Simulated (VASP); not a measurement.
# SiNi (WC type) (P-6m2) in VASP: notebook

Runs on SiNi (WC type). Level: PBE. Tasks: density of states.

Program: VASP 6.6.1. These are calculated values, not measurements. Logs are shortened: lines on timing, memory, paths and dates and some standing lists are left out, and cuts for length are marked.

## (1) The cell of the first run

It takes space group P-6m2 (No. 187, hexagonal). Conventional cell: a = 2.233 Å, b = 2.233 Å, c = 3.335 Å, α = 90.00°, β = 90.00°, γ = 120.00°. Within 2.8 Å of Ni (site symmetry -6m2) lie 6 Si at 2.11 Å and 6 Ni at 2.23 Å. Within 2.8 Å of Si (site symmetry -6m2) lie 6 Ni at 2.11 Å and 6 Si at 2.23 Å.

## (2) Density of states, PBE (volume scaled by 0.55)

Input file POSCAR:

```
SiNi
1.0
    2.2332720644      0.0000000000      0.0000000000
   -1.1166360322      1.9340703414      0.0000000000
    0.0000000000      0.0000000000      3.3345366089
Ni Si
1 1
Direct
    0.0000000000      0.0000000000      0.0000000000
    0.3333333333      0.6666666667      0.5000000000
```

Input file INCAR.step1:

```
  PREC = Accurate
  ENCUT = 520
  EDIFF = 1E-6
  ISMEAR = -1
  SIGMA = 0.1
  LREAL = False
  LASPH = True
  NELM = 60
  ALGO = Normal
  ISIF = 2
  LWAVE = False
  LCHARG = True
  LMAXMIX = 4
  GGA = PE
  NBANDS = 14
```

Input file KPOINTS.step1:

```
Automatic mesh
0
Gamma
  14 14 13
```

Input file INCAR.step2:

```
  PREC = Accurate
  ENCUT = 520
  EDIFF = 1E-6
  ISMEAR = -5
  SIGMA = 0.1
  LREAL = False
  LASPH = True
  NELM = 60
  ALGO = Normal
  ISIF = 2
  LWAVE = False
  LCHARG = False
  LMAXMIX = 4
  GGA = PE
  LORBIT = 11
  NEDOS = 1001
  ICHARG = 11
```

Input file KPOINTS.step2:

```
Automatic mesh
0
Gamma
  21 21 20
```

Potentials or basis: VASP PAW PBE potentials, release 64 (Ni, Si).

Started as:

```
$ cat potpaw_PBE.64/Ni/POTCAR potpaw_PBE.64/Si/POTCAR > POTCAR
$ cp INCAR.step1 INCAR
$ cp KPOINTS.step1 KPOINTS
$ mpirun -np 1 vasp_std > vasp.out
$ cp INCAR.step2 INCAR
$ cp KPOINTS.step2 KPOINTS
$ mpirun -np 1 vasp_std > vasp.out
```

OUTCAR:

```text
PREC = Accurate
   ENCUT = 520
   EDIFF = 1E-6
   ISMEAR = -5
   LREAL = False
   LASPH = True
   NELM = 60
   ISIF = 2
   GGA = PE
   LORBIT = 11
   ICHARG = 11

 ion  position               nearest neighbor table
   1  0.000  0.000  0.000-   2 2.11   2 2.11   2 2.11   2 2.11   2 2.11   2 2.11   2 3.07   2 3.07
                             2 3.07   2 3.07   2 3.07   2 3.07
   2  0.333  0.667  0.500-   1 2.11   1 2.11   1 2.11   1 2.11   1 2.11   1 2.11   1 3.07   1 3.07
                             1 3.07   1 3.07   1 3.07   1 3.07

  LATTYP: Found a hexagonal cell.
 ALAT       =     2.2332720644
 C/A-ratio  =     1.4931170555

  Lattice vectors:

 A1 = (   2.2332720644,   0.0000000000,   0.0000000000)
 A2 = (  -1.1166360322,   1.9340703414,   0.0000000000)
 A3 = (   0.0000000000,   0.0000000000,   3.3345366089)

Analysis of symmetry for initial positions (statically):
=====================================================================
 Subroutine PRICEL returns:
 Original cell was already a primitive cell.

 Routine SETGRP: Setting up the symmetry group for a
 hexagonal supercell.

 Subroutine GETGRP returns: Found 12 space group operations
 (whereof 12 operations were pure point group operations)
 out of a pool of 24 trial point group operations.

The static configuration has the point symmetry D_3h.

Analysis of symmetry for dynamics (positions and initial velocities):
=====================================================================
 Subroutine PRICEL returns:
 Original cell was already a primitive cell.

 Routine SETGRP: Setting up the symmetry group for a
 hexagonal supercell.

 Subroutine GETGRP returns: Found 12 space group operations
 (whereof 12 operations were pure point group operations)
 out of a pool of 24 trial point group operations.

The dynamic configuration has the point symmetry D_3h.

 Subroutine INISYM returns: Found 12 space group operations
 (whereof 12 operations are pure point group operations),
 and found     1 'primitive' translations

----------------------------------------------------------------------------------------

                                     Primitive cell

  volume of cell :      14.4029

  direct lattice vectors                    reciprocal lattice vectors
     2.233272064  0.000000000  0.000000000     0.447773478  0.258522138  0.000000000
    -1.116636032  1.934070341  0.000000000     0.000000000  0.517044276  0.000000000
[... 97 lines left out ...]
   PSTRESS=    0.0 pullay stress
   NELECT =      14.0000    total number of electrons
   NUPDOWN=      -1.0000    fix difference up-down
   EMIN   =  10.00;   EMAX   =-10.00  energy-range for DOS
   EFERMI =   0.00;   METHOD = LEGACY
   ISMEAR =    -5;   SIGMA  =   0.10  broadening in eV -4-tet -1-fermi 0-gaus
   EFERMI_NEDOS =   21; number of points for ismear=-14 and -15
   IALGO  =     38    algorithm
   IMIX   =      4    mixing-type and parameters
     AMIX     =   0.40;   BMIX     =  1.00
     AMIX_MAG =   1.60;   BMIX_MAG =  1.00
  volume/ion in A,a.u.               =       7.20        48.60
  Fermi-wavevector in a.u.,A,eV,Ry     =   1.621690  3.064549 35.781648  2.629877
  Thomas-Fermi vector in A             =   2.715425
   LORBIT       =     11    0 simple, 1 ext, 2 COOP (PROOUT), +10 PAW based schemes
   GGA     = PE    functional components
   LHFCALC =     F    Hartree Fock is set to
   AEXX    =    0.0000 exact exchange contribution
   IVDW    =     0    specifies the selected vdW correction
   LEPSILON=     F    determine dielectric tensor
   LRPA    =     F    only Hartree local field effects (RPA)
 non-spin polarized calculation
 Fermi weights with tetrahedron method with Bloechl corrections
  energy-cutoff  :      520.00
  volume of cell :       14.40
 maximum number of plane-waves:       399
 NGX is ok and might be reduce to    18

 number of electron      14.0000008 magnetization

 Free energy of the ion-electron system (eV)
  ---------------------------------------------------
  ext. energy  EPLUGINS =         0.00000000
  ---------------------------------------------------
  free energy    TOTEN  =        -7.10924868 eV

  energy without entropy =       -7.10924868  energy(sigma->0) =       -7.10924868

 E-fermi :  20.4955     XC(G=0): -15.0613

 val. band max:       20.5623689164   @ k =   0.2857   0.0952   0.0500
 cond. band min:      20.3806401655   @ k =   0.2857   0.2381   0.5000
 fundamental gap:     -0.1817287509
 Fermi energy:        20.4955159706

 k-point     1 :       0.0000    0.0000    0.0000
  band No.  band energies     occupation
      1       1.1146      2.00000
      2      11.8691      2.00000
      3      13.5501      2.00000
      4      15.8909      2.00000
      5      15.8909      2.00000
      6      17.2473      2.00000
      7      17.2473      2.00000
      8      22.0776      0.00000
      9      34.4169      0.00000
     10      34.4169      0.00000
     11      38.6091      0.00000
[... 309 lines left out ...]
 k-point    24 :       0.1905    0.0952    0.0000
  band No.  band energies     occupation
      1       3.5404      2.00000
      2      12.8014      2.00000
      3      13.2720      2.00000
      4      14.6566      2.00000
      5      16.7005      2.00000
      6      17.2990      2.00000
      7      19.5968      2.00000
      8      22.4493      0.00000
      9      24.7739      0.00000
     10      28.7772      0.00000
     11      35.3248      0.00000

 [... further k-points ...]
[... 5 lines left out ...]
  --------------------------------------------------------------------------------------
  -------------------------------------------------------------------------------------
  Total       21.9380899     21.9380899     22.0810381      0.0000000     -0.0000000      0.0000000
  in kB     2440.3943226   2440.3943227   2456.2958823      0.0000000     -0.0000000      0.0000000
  external PRESSURE =    2445.6948426 kB  Pullay stress =       0.0000000 kB

 VOLUME and BASIS-vectors are now :
 -----------------------------------------------------------------------------
  energy-cutoff  :      520.00
  volume of cell :       14.40
      direct lattice vectors                 reciprocal lattice vectors
     2.233272064  0.000000000  0.000000000     0.447773478  0.258522138  0.000000000
    -1.116636032  1.934070341  0.000000000     0.000000000  0.517044276  0.000000000
     0.000000000  0.000000000  3.334536609     0.000000000  0.000000000  0.299891744

 POSITION                                       TOTAL-FORCE (eV/Angst)
 -----------------------------------------------------------------------------------
      0.00000      0.00000      0.00000         0.000000     -0.000000      0.000000
     -0.00000      1.28938      1.66727        -0.000000      0.000000      0.000000
 -----------------------------------------------------------------------------------
    total drift:                               -0.000008      0.000004      0.000000

  FREE ENERGIE OF THE ION-ELECTRON SYSTEM (eV)
  ---------------------------------------------------
  free  energy   TOTEN  =        -7.1092486837 eV

  energy  without entropy=       -7.1092486837  energy(sigma->0) =       -7.10924868

 total charge

# of ion       s       p       d       tot
------------------------------------------
    1        0.707   1.212   8.966  10.885
    2        0.779   1.267   0.000   2.046
--------------------------------------------------
tot          1.486   2.478   8.966  12.931
```

OUTCAR.step1:

```text
PREC = Accurate
   ENCUT = 520
   EDIFF = 1E-6
   ISMEAR = -1
   LREAL = False
[... 633 lines left out ...]
      0.00000      0.00000      0.00000         0.000000      0.000000      0.000000
     -0.00000      1.28938      1.66727        -0.000000      0.000000      0.000000
 -----------------------------------------------------------------------------------
    total drift:                                0.000000     -0.000000      0.000000

  FREE ENERGIE OF THE ION-ELECTRON SYSTEM (eV)
  ---------------------------------------------------
  free  energy   TOTEN  =        -7.1159968320 eV

  energy  without entropy=       -7.1037478529  energy(sigma->0) =       -7.10987234
```

It used 57 s of CPU time on 1 thread of AMD EPYC 7R13 Processor (Zen 3) (shared host).

Results:

* Valence electrons inside the program's atomic spheres: Ni 10.88; Si 2.05

Caveat: tetrahedron occupations give inexact forces and stress in metals. Spin polarisation is off, so any magnetic state and its effect on volume and gap are missing.

[end of part 1 of 2]
